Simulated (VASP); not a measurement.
Here is a VASP 6.6.1 calculation.

Contents of INCAR:

```
SYSTEM = NaH
ALGO     = Normal         ! electronic algorithm
EDIFF    = 1E-6           ! SCF threshold, eV
ENCUT    = 520            ! plane-wave cutoff, eV
GGA      = PE             ! functional
ISIF     = 2              ! what is computed and relaxed
ISMEAR   = 0              ! smearing method
LASPH    = .TRUE.         ! aspherical terms in the spheres
LCHARG   = .FALSE.        ! write CHGCAR
LREAL    = .FALSE.        ! projectors in reciprocal space
LWAVE    = .FALSE.        ! write WAVECAR
NBANDS   = 11             ! bands
NELM     = 100            ! most SCF steps
PREC     = Accurate       ! precision mode
SIGMA    = 0.01           ! smearing width, eV
```

Contents of KPOINTS:

```
k-points
0
G
  6 6 6
  0 0 0
```

The input POSCAR:

```
NaH
1.0
    2.9746949280      0.0000000000      0.0000000000
    0.0000000000      2.9746949280      0.0000000000
    0.0000000000      0.0000000000      2.9746949280
Na H
1 1
Direct
    0.0000000000      0.0000000000      0.0000000000
    0.5000000000      0.5000000000      0.5000000000
```

Potentials or basis: VASP PAW PBE potentials, release 64 (Na_pv, H).

Run with:

```bash
$ cat potpaw_PBE.64/Na_pv/POTCAR potpaw_PBE.64/H/POTCAR > POTCAR
$ mpirun -np 1 vasp_std > vasp.out
```

What does it give for the band gap on the k mesh?

1.03 eV, indirect (least direct gap 4.37 eV).

Predict the pressure.

-0.3 GPa.

A k mesh can miss the band edges.
